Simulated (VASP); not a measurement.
Here is a VASP 6.6.1 calculation.

Contents of INCAR:

```
SYSTEM = LiC2
  ALGO = Normal
  EDIFF = 1E-6
  ENCUT = 520
  GGA = PE
  ISIF = 2
  ISMEAR = 0
  LASPH = .TRUE.
  LCHARG = .TRUE.
  LELF = .TRUE.
  LREAL = .FALSE.
  LVHAR = .TRUE.
  LWAVE = .FALSE.
  NBANDS = 12
  NELM = 100
  PREC = Accurate
  SIGMA = 0.1
```

KPOINTS

```
k-points
0
G
  6 6 6
  0 0 0
```

File POSCAR:

```
LiC2
1.0
    2.5323650091     -3.0700350294      0.0000000000
    2.5323650091      3.0700350294      0.0000000000
   -2.4287274191      0.0000000000      2.5515282703
Li C
1 2
Direct
    0.9779626349      0.0220373651      0.5000000000
    0.3452724629      0.6564665633      0.6817824199
    0.3435334367      0.6547275371      0.3182175801
```

Potentials or basis: VASP PAW PBE potentials, release 64 (Li_sv, C).

The run is started by

```sh
$ cat potpaw_PBE.64/Li_sv/POTCAR potpaw_PBE.64/C/POTCAR > POTCAR
$ mpirun -np 1 vasp_std > vasp.out
```

(1) What does it give for the largest force?

(2) What does it give for the band gap on the k mesh?

Results:

(1) 0.212 eV/Å.

(2) zero (an odd number of electrons rules out a gap without spin polarisation).
